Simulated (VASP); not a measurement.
AlN, 4 atoms in the cell. The structure is hexagonal, space group P6_3mc (No. 186). Conventional cell: a = 3.114 Å, b = 3.114 Å, c = 4.983 Å, α = 90.00°, β = 90.00°, γ = 120.00°. Al (site symmetry 3m) has 4 N at 1.89 to 1.90 Å within 2.5 Å. N (site symmetry 3m) has 4 Al at 1.89 to 1.90 Å within 2.5 Å. 

```yaml
Program: VASP 6.6.1
Task: single point
Functional: PBEsol
Potentials_or_basis: VASP PAW PBE potentials, release 64 (Al, N)
Cutoff: 600 eV
k_mesh: 6 × 6 × 4
Occupations: gaussian, width 0.02 eV
Spin: no spin polarisation
Dipole_correction: no
Further_INCAR_settings: ALGO = Normal; EDIFF = 1e-06; NBANDS = 16
```

Potentials or basis: VASP PAW PBE potentials, release 64 (Al, N).

Launch:

```sh
$ cat potpaw_PBE.64/Al/POTCAR potpaw_PBE.64/N/POTCAR > POTCAR
$ mpirun -np 1 vasp_std > vasp.out
```

Hardware: 1 thread of Intel Xeon 8259CL (shared host).

Q: How long does it take, and how much memory?

A: Run time: 26 s on 1 thread of Intel Xeon 8259CL, on a shared host, peak memory 0.17 GiB. Counts: scf iterations 12, k points 21.
